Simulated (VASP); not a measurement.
Crystal: Ge4P3.

```
CELL_PARAMETERS angstrom
4.51480 0.00000 0.00000
0.00000 4.51480 0.00000
0.00000 0.00000 4.51480
ATOMIC_POSITIONS crystal
Ge 0.50000 0.50000 0.00000
Ge 0.00000 0.50000 0.50000
Ge 0.50000 0.00000 0.50000
Ge 0.50000 0.50000 0.50000
P 0.50000 0.00000 0.00000
P 0.00000 0.50000 0.00000
P 0.00000 0.00000 0.50000
```

The cell was built from a structure type or drawn by symmetry, and may not be a known phase.

- Program: VASP 6.6.1
- Task: relaxation of cell and atoms
- Functional: PBE
- Potentials or basis: VASP PAW PBE potentials, release 64 (Ge_d, P)
- Cutoff: 600 eV
- k mesh: 4 × 4 × 4
- Occupations: gaussian, width 0.1 eV
- Spin: no spin polarisation

At the start: pressure 71.8 GPa; volume 13.15 Å³/atom.

**Question.** How do energy, volume and symmetry change on relaxing?

**Answer.** Over 4 steps the energy falls by 1007.3 meV/atom and the volume is 19.52 Å³/atom (+48.5 %); space group Pm-3m (No. 221, to 0.1 Å) before and after.

The path:
```csv
step,energy change (eV),largest force (eV/Å),pressure (GPa),volume (Å³)
1,0.0000,0.0000,71.75,92.03
2,-4.0888,0.0000,-11.32,194.83
3,-7.0492,0.0000,-0.56,137.70
4,-7.0510,0.0000,0.01,136.66
```

Final structure:
```
Ge P
1.0
     5.15089    0.00000    0.00000
     0.00000    5.15089    0.00000
     0.00000    0.00000    5.15089
Ge P
4 3
Direct
  0.50000 0.50000 0.00000
  0.00000 0.50000 0.50000
  0.50000 0.00000 0.50000
  0.50000 0.50000 0.50000
  0.50000 0.00000 0.00000
  0.00000 0.50000 0.00000
  0.00000 0.00000 0.50000
```

Caveat: the volume moved by over 15 % at a fixed basis, so the end points are rough.
